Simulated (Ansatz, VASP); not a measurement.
Two plane-wave programs on HfO2

```
Hf O
1.0
     0.03775    2.54164    2.54164
     2.54164    0.03775    2.54164
     2.54164    2.54164    0.03775
Hf O
1 2
Direct
  0.00000 0.00000 0.00000
  0.24898 0.24898 0.24898
  0.75102 0.75102 0.75102
```

Change from the starting cell: epitaxial_111 strain -1.0%.

Alike in both runs: task single point; functional HSE06; k mesh 6 × 6 × 6; no spin polarisation.

```csv
,VASP,Ansatz
version,VASP 6.6.1,Ansatz 0.2.0
potentials or method,"VASP PAW PBE potentials, release 64 (Hf_pv, O)","plane waves, PAW"
plane-wave cutoff (eV),520,420
occupations,"gaussian, width 0.01 eV",fixed
valence electrons in the cell,22,38
```

|  | VASP | Ansatz | Ansatz less VASP |
| --- | --- | --- | --- |
| gap on the k mesh at the Fermi level (eV) | 5.39 | 5.43 | +0.043 |
| pressure (GPa) | -3.2 | 1.8 | +5.01 |
| traceless stress, the component that is largest in VASP (GPa) | -1.10 | -1.16 | -0.059 |
| rms of the force components (eV/Å) | 0.011 | 0.003 | -0.0082 |

Atom by atom the forces differ by 0.008 eV/Å (rms over components). One of these differences is far larger than is usual between the two programs; its cause wasn't traced. VASP's potentials hold 22 valence electrons a cell and Ansatz's 38, so a difference there can come from the potentials and not from the codes. Ansatz's warnings: stress exchange threshold loose, stress scf threshold loose.

Spin-orbit coupling is off throughout.
